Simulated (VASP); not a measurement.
# Nb (I4/mmm) in VASP: further runs, part 2 of 2

VASP 6.6.1.

## (3) Single point, PBEsol (strain +0.0250 x Voigt [1, 0, 0, 0, 0, 0])

Input file INCAR:

```
  PREC = Accurate
  ENCUT = 500
  EDIFF = 1E-6
  ISMEAR = 0
  SIGMA = 0.15
  LREAL = False
  LASPH = True
  NELM = 120
  ALGO = Normal
  ISIF = 2
  LWAVE = False
  LCHARG = False
  GGA = PS
  NBANDS = 12
  GGA_COMPAT = False
```

Input file KPOINTS:

```
regular mesh
0
Gamma
  20 20 20
```

Input file POSCAR:

```
Nb
1.0
    0.0000000000      2.1150000000      2.1150000000
    2.1678750000      0.0000000000      2.1150000000
    2.1678750000      2.1150000000      0.0000000000
Nb
1
Direct
    0.0000000000      0.0000000000      0.0000000000
```

Potentials or basis: VASP PAW PBE potentials, release 64 (Nb_sv).

Command:

```bash
> cat potpaw_PBE.64/Nb_sv/POTCAR > POTCAR
> mpirun -np 1 vasp_std > vasp.out
```

OUTCAR:

```text
PREC = Accurate
   ENCUT = 500
   EDIFF = 1E-6
   ISMEAR = 0
   LREAL = False
   LASPH = True
   NELM = 120
   ISIF = 2
   GGA = PS

 ion  position               nearest neighbor table
   1  0.000  0.000  0.000-

  LATTYP: Found a body centered tetragonal cell.
 ALAT       =     2.9910616844
 C/A-ratio  =     1.4495689014

  Lattice vectors:

 A1 = (   2.1678750000,   0.0000000000,   2.1150000000)
 A2 = (   2.1678750000,   0.0000000000,  -2.1150000000)
 A3 = (  -2.1678750000,   2.1150000000,   0.0000000000)

Analysis of symmetry for initial positions (statically):
=====================================================================
 Subroutine PRICEL returns:
 Original cell was already a primitive cell.

 Routine SETGRP: Setting up the symmetry group for a
 body centered tetragonal supercell.

 Subroutine GETGRP returns: Found 16 space group operations
 (whereof 16 operations were pure point group operations)
 out of a pool of 16 trial point group operations.

The static configuration has the point symmetry D_4h.

Analysis of symmetry for dynamics (positions and initial velocities):
=====================================================================
 Subroutine PRICEL returns:
 Original cell was already a primitive cell.

 Routine SETGRP: Setting up the symmetry group for a
 body centered tetragonal supercell.

 Subroutine GETGRP returns: Found 16 space group operations
 (whereof 16 operations were pure point group operations)
 out of a pool of 16 trial point group operations.

The dynamic configuration has the point symmetry D_4h.

 Subroutine INISYM returns: Found 16 space group operations
 (whereof 16 operations are pure point group operations),
 and found     1 'primitive' translations

----------------------------------------------------------------------------------------

                                     Primitive cell

  volume of cell :      19.3948

  direct lattice vectors                    reciprocal lattice vectors
     0.000000000  2.115000000  2.115000000    -0.230640604  0.236406619  0.236406619
     2.167875000  0.000000000  2.115000000     0.230640604 -0.236406619  0.236406619
     2.167875000  2.115000000  0.000000000     0.230640604  0.236406619 -0.236406619

  length of vectors
     2.991061684  3.028680738  3.028680738     0.406166552  0.406166552  0.406166552

  position of ions in fractional coordinates (direct lattice)
     0.000000000  0.000000000  0.000000000

  ion indices of the primitive-cell ions
   primitive index   ion index
                 1           1

----------------------------------------------------------------------------------------

 KPOINTS: regular mesh

Automatic generation of k-mesh.
 Grid dimensions read from file:
 generate k-points for:   20   20   20

 Generating k-lattice:

  Cartesian coordinates                     Fractional coordinates (reciprocal lattice)
    -0.011532030  0.011820331  0.011820331     0.050000000  0.000000000  0.000000000
     0.011532030 -0.011820331  0.011820331     0.000000000  0.050000000  0.000000000
     0.011532030  0.011820331 -0.011820331     0.000000000  0.000000000  0.050000000

  Length of vectors
     0.020308328  0.020308328  0.020308328

  Shift w.r.t. Gamma in fractional coordinates (k-lattice)
     0.000000000  0.000000000  0.000000000

 Subroutine IBZKPT returns following result:
 ===========================================

 Found    641 irreducible k-points:

 Following reciprocal coordinates:
            Coordinates               Weight
  0.000000  0.000000  0.000000      1.000000
  0.050000  0.000000  0.000000      8.000000
  0.100000  0.000000  0.000000      8.000000
  0.150000  0.000000  0.000000      8.000000
  0.200000  0.000000  0.000000      8.000000
  0.250000  0.000000  0.000000      8.000000
[... 16 lines left out ...]
 -0.400000  0.050000 -0.000000     16.000000
 -0.350000  0.050000 -0.000000     16.000000
 [... further k-points ...]
   k-points           NKPTS =    641   k-points in BZ     NKDIM =    641   number of bands    NBANDS=     12
   number of dos      NEDOS =    301   number of ions     NIONS =      1
   total plane-waves  NPLWV =  13824
   dimension x,y,z NGX =    24 NGY =   24 NGZ =   24
   dimension x,y,z NGXF=    48 NGYF=   48 NGZF=   48
   ions per type =               1
   NGX,Y,Z   is equivalent  to a cutoff of  13.34, 13.17, 13.17 a.u.
   NGXF,Y,Z  is equivalent  to a cutoff of  26.68, 26.35, 26.35 a.u.
 SYSTEM =  unknown system
   PREC   = accura    normal or accurate (medium, high low for compatibility)
   ISTART =      0    job   : 0-new  1-cont  2-samecut
   ICHARG =      2    charge: 1-file 2-atom 10-const
   ISPIN  =      1    spin polarized calculation?
   LNONCOLLINEAR =      F non collinear calculations
   LSORBIT =      F    spin-orbit coupling
   LASPH  =      T    aspherical Exc in radial PAW
   ENCUT  =  500.0 eV  36.75 Ry    6.06 a.u.   5.45  5.52  5.52*2*pi/ulx,y,z
   NELM   =    120;   NELMIN=  2; NELMDL= -5     # of ELM steps
   EDIFF  = 0.1E-05   stopping-criterion for ELM
   LREAL  =      F    real-space projection
   EDIFFG = 0.1E-04   stopping-criterion for IOM
   NSW    =      0    number of steps for IOM
   IBRION =     -1    ionic relax: 0-MD 1-quasi-New 2-CG
   NFREE  =      0    steps in history (QN), initial steepest desc. (CG)
   ISIF   =      2    stress and relaxation
   ISYM   =      2    0-nonsym 1-usesym 2-fastsym
   POTIM  = 0.5000    time-step for ionic-motion
   TEBEG  =    0.0;   TEEND  =   0.0 temperature during run
   PSTRESS=    0.0 pullay stress
   NELECT =      13.0000    total number of electrons
   NUPDOWN=      -1.0000    fix difference up-down
   EMIN   =  10.00;   EMAX   =-10.00  energy-range for DOS
   EFERMI =   0.00;   METHOD = LEGACY
   ISMEAR =     0;   SIGMA  =   0.15  broadening in eV -4-tet -1-fermi 0-gaus
   EFERMI_NEDOS =   21; number of points for ismear=-14 and -15
   IALGO  =     38    algorithm
   IMIX   =      4    mixing-type and parameters
     AMIX     =   0.40;   BMIX     =  1.00
     AMIX_MAG =   1.60;   BMIX_MAG =  1.00
  volume/ion in A,a.u.               =      19.39       130.88
  Fermi-wavevector in a.u.,A,eV,Ry     =   1.432719  2.707446 27.928449  2.052683
  Thomas-Fermi vector in A             =   2.552316
   LORBIT       =      0    0 simple, 1 ext, 2 COOP (PROOUT), +10 PAW based schemes
   GGA     = PS    functional components
   LHFCALC =     F    Hartree Fock is set to
   AEXX    =    0.0000 exact exchange contribution
   IVDW    =     0    specifies the selected vdW correction
   LEPSILON=     F    determine dielectric tensor
   LRPA    =     F    only Hartree local field effects (RPA)
 non-spin polarized calculation
 Gauss-broadening in eV      SIGMA  =   0.15
  energy-cutoff  :      500.00
  volume of cell :       19.39
 maximum number of plane-waves:       532
 NGX is ok and might be reduce to    24
   NGX = 11   NGY = 11   NGZ = 11

 number of electron      12.9999999 magnetization

 Free energy of the ion-electron system (eV)
  ---------------------------------------------------
  ext. energy  EPLUGINS =         0.00000000
  ---------------------------------------------------
  free energy    TOTEN  =       -10.57534637 eV

  energy without entropy =      -10.55818260  energy(sigma->0) =      -10.56676449

 E-fermi :  10.3827     XC(G=0): -12.2527

 val. band max:       10.3793238352   @ k =  -0.3500   0.2000   0.2000
 cond. band min:      10.3833258782   @ k =  -0.3500   0.3500   0.0500
 fundamental gap:      0.0040020430
 Fermi energy:        10.3826834413

 k-point     1 :       0.0000    0.0000    0.0000
  band No.  band energies     occupation
      1     -44.3493      2.00000
      2     -19.8161      2.00000
      3     -19.8122      2.00000
      4     -19.8122      2.00000
      5       4.2162      2.00000
      6      10.3235      1.42304
      7      10.6047      0.03635
      8      10.6047      0.03635
      9      12.7890      0.00000
     10      13.1644      0.00000
     11      22.1851      0.00000
     12      26.3174      0.00000
[... 331 lines left out ...]
 k-point    24 :      -0.3500    0.0500   -0.0000
  band No.  band energies     occupation
      1     -44.2057      2.00000
      2     -20.7150      2.00000
      3     -19.9606      2.00000
      4     -19.9259      2.00000
      5       6.7031      2.00000
      6      10.3311      1.37342
      7      10.4573      0.48160
      8      10.6681      0.00713
      9      13.8352      0.00000
     10      14.4954      0.00000
     11      21.2708      0.00000
     12      23.6233      0.00000

 [... further k-points ...]

------------------------ aborting loop because EDIFF is reached ----------------------------------------

  FORCE on cell =-STRESS in cart. coord.  units (eV):
  Direction    XX          YY          ZZ          XY          YZ          ZX
  --------------------------------------------------------------------------------------
  -------------------------------------------------------------------------------------
  Total       -0.8532419     -1.5434198     -1.5434198      0.0000000      0.0000000     -0.0000000
  in kB      -70.4851714   -127.4998496   -127.4998496      0.0000000      0.0000000     -0.0000000
  external PRESSURE =    -108.4949569 kB  Pullay stress =       0.0000000 kB

 VOLUME and BASIS-vectors are now :
 -----------------------------------------------------------------------------
  energy-cutoff  :      500.00
  volume of cell :       19.39
      direct lattice vectors                 reciprocal lattice vectors
     0.000000000  2.115000000  2.115000000    -0.230640604  0.236406619  0.236406619
     2.167875000  0.000000000  2.115000000     0.230640604 -0.236406619  0.236406619
     2.167875000  2.115000000  0.000000000     0.230640604  0.236406619 -0.236406619

 POSITION                                       TOTAL-FORCE (eV/Angst)
 -----------------------------------------------------------------------------------
      0.00000      0.00000      0.00000         0.000000     -0.000000      0.000000
 -----------------------------------------------------------------------------------
    total drift:                                0.000000      0.000000      0.000000

  FREE ENERGIE OF THE ION-ELECTRON SYSTEM (eV)
  ---------------------------------------------------
  free  energy   TOTEN  =       -10.5753463733 eV

  energy  without entropy=      -10.5581826028  energy(sigma->0) =      -10.56676449
```

Wall time 1.9 min (1 thread of Intel Xeon 8259CL, shared host); peak memory 0.26 GiB.

Results:

```yaml
Free_energy: -10.5753 eV
Pressure: -10.8 GPa
Band_gap_on_the_k_mesh: zero (an odd number of electrons rules out a gap without spin polarisation)
```

Stress tensor (GPa, compression positive):
```
 -7.05   0.00   0.00
  0.00 -12.75   0.00
  0.00   0.00 -12.75
```

Levels at points of the mesh, in eV from the Fermi level:
```
           k point  band 2  band 3  band 4  band 5  band 6  band 7  band 8  band 9  band 10  band 11
(0.00, 0.00, 0.00)  -30.20  -30.19  -30.19   -6.17   -0.06    0.22    0.22    2.41     2.78    11.80
(0.50, 0.00, 0.00)  -31.28  -30.36  -30.32   -3.72   -0.20    0.09    1.26    4.41     4.57    10.01
(0.50, 0.50, 0.00)  -31.21  -30.62  -30.57   -3.89   -3.17    3.53    4.44    4.89     5.18    10.70
(0.00, 0.50, 0.50)  -31.20  -30.55  -30.55   -3.89   -3.13    3.11    4.48    5.02     5.02    11.19
```

Caveat: the cell differs from its parent crystal (strain +0.0250 x Voigt [1, 0, 0, 0, 0, 0]); the cell stands under tension; the PAW data sets were made with another functional, which shifts forces and pressure a little.

## (4) Single point, PBEsol (strain +0.0500 x Voigt [1, 0, 0, 0, 0, 0])

Input file INCAR:

```
SYSTEM = Nb
PREC     = Accurate       ! precision mode
ENCUT    = 500            ! plane-wave cutoff, eV
EDIFF    = 1E-6           ! SCF threshold, eV
ISMEAR   = 0              ! smearing method
SIGMA    = 0.15           ! smearing width, eV
LREAL    = .FALSE.        ! projectors in reciprocal space
LASPH    = .TRUE.         ! aspherical terms in the spheres
NELM     = 120            ! most SCF steps
ALGO     = Normal         ! electronic algorithm
ISIF     = 2              ! what is computed and relaxed
LWAVE    = .FALSE.        ! write WAVECAR
LCHARG   = .FALSE.        ! write CHGCAR
GGA      = PS             ! functional
NBANDS   = 12             ! bands
GGA_COMPAT= .FALSE.
```

Input file KPOINTS:

```
Automatic mesh
0
G
  20 20 20
  0 0 0
```

Input file POSCAR:

```
Nb
1.0
    0.0000000000      2.1150000000      2.1150000000
    2.2207500000      0.0000000000      2.1150000000
    2.2207500000      2.1150000000      0.0000000000
Nb
1
Direct
    0.0000000000      0.0000000000      0.0000000000
```

Command:

```bash
> cat potpaw_PBE.64/Nb_sv/POTCAR > POTCAR
> mpirun -np 1 vasp_std > vasp.out
```

Wall time 2.4 min (1 thread of Intel Xeon 8259CL, shared host); peak memory 0.26 GiB.

The run converged. Its results:

| Property | Result |
| --- | --- |
| Free energy | -10.5536 eV |
| Pressure | -14.2 GPa |
| Band gap on the k mesh | zero (an odd number of electrons rules out a gap without spin polarisation) |

Stress tensor (GPa, compression positive):
```
 -8.20   0.00   0.00
  0.00 -17.15   0.00
  0.00   0.00 -17.15
```

Levels at points of the mesh, in eV from the Fermi level:
```tsv
k point	band 4	band 5	band 6	band 7	band 8	band 9
(0.00, 0.00, 0.00)	-30.24	-6.09	-0.20	0.35	0.35	2.16
(0.50, 0.00, 0.00)	-30.34	-3.62	-0.29	0.27	1.20	4.22
(0.50, 0.50, 0.00)	-30.59	-3.75	-3.05	3.56	4.29	4.61
(0.00, 0.50, 0.50)	-30.55	-3.75	-2.98	2.74	4.38	4.86
```

Caveat: the cell differs from its parent crystal (strain +0.0500 x Voigt [1, 0, 0, 0, 0, 0]); the cell stands under tension; the PAW data sets were made with another functional, which shifts forces and pressure a little.

## (5) Single point, PBEsol (strain +0.0750 x Voigt [1, 0, 0, 0, 0, 0])

Input file INCAR:

```
PREC = Accurate ; ENCUT = 500
EDIFF = 1E-6 ; ISMEAR = 0
SIGMA = 0.15 ; LREAL = False
LASPH = True ; NELM = 120
ALGO = Normal ; ISIF = 2
LWAVE = False ; LCHARG = False
GGA = PS ; NBANDS = 12
GGA_COMPAT = False
```

Input file KPOINTS:

```
regular mesh
0
Gamma
  20 20 20
```

Input file POSCAR:

```
Nb
1.0
    0.0000000000      2.1150000000      2.1150000000
    2.2736250000      0.0000000000      2.1150000000
    2.2736250000      2.1150000000      0.0000000000
Nb
1
Direct
    0.0000000000      0.0000000000      0.0000000000
```

Command:

```bash
> cat potpaw_PBE.64/Nb_sv/POTCAR > POTCAR
> mpirun -np 1 vasp_std > vasp.out
```

Wall time 2.5 min (1 thread of Intel Xeon 8259CL, shared host); peak memory 0.26 GiB.

Results (log left out):

```
Free energy            : -10.5270 eV
Pressure               : -17.2 GPa
Band gap on the k mesh : zero (an odd number of electrons rules out a gap without spin polarisation)
```

Stress tensor (GPa, compression positive):
```
-10.18   0.00   0.00
  0.00 -20.67   0.00
  0.00   0.00 -20.67
```

Levels at points of the mesh, in eV from the Fermi level:
```csv
k point,band 4,band 5,band 6,band 7,band 8,band 9
"(0.00, 0.00, 0.00)",-30.29,-6.00,-0.32,0.48,0.48,1.92
"(0.50, 0.00, 0.00)",-30.36,-3.52,-0.37,0.44,1.15,4.06
"(0.50, 0.50, 0.00)",-30.60,-3.61,-2.92,3.59,4.13,4.34
"(0.00, 0.50, 0.50)",-30.55,-3.62,-2.84,2.41,4.30,4.71
```

Caveat: the cell differs from its parent crystal (strain +0.0750 x Voigt [1, 0, 0, 0, 0, 0]); the cell stands under tension; the PAW data sets were made with another functional, which shifts forces and pressure a little.

## (6) Overview

```tsv
cell	gap on the mesh (eV)	pressure (GPa)
a = 2.991, b = 2.954, c = 2.954 Å, angles 60.8, 59.6, 59.6°, 1 atom	none	-3.4
a = 2.991, b = 3.029, c = 3.029 Å, angles 59.2, 60.4, 60.4°, 1 atom	none	-10.8
a = 2.991, b = 3.067, c = 3.067 Å, angles 58.4, 60.8, 60.8°, 1 atom	none	-14.2
a = 2.991, b = 3.105, c = 3.105 Å, angles 57.6, 61.2, 61.2°, 1 atom	none	-17.2
```

Alike in all rows: task single point; level PBEsol; potentials or basis VASP PAW PBE potentials, release 64 (Nb_sv); no spin polarisation; k mesh 20 × 20 × 20; cutoff (eV) 500; smearing gaussian 0.15 eV.

Caveats: the cell stands under tension; the PAW data sets were made with another functional, which shifts forces and pressure a little.

Total energies depend on the potentials used, so only differences within one code and one set of settings carry meaning.
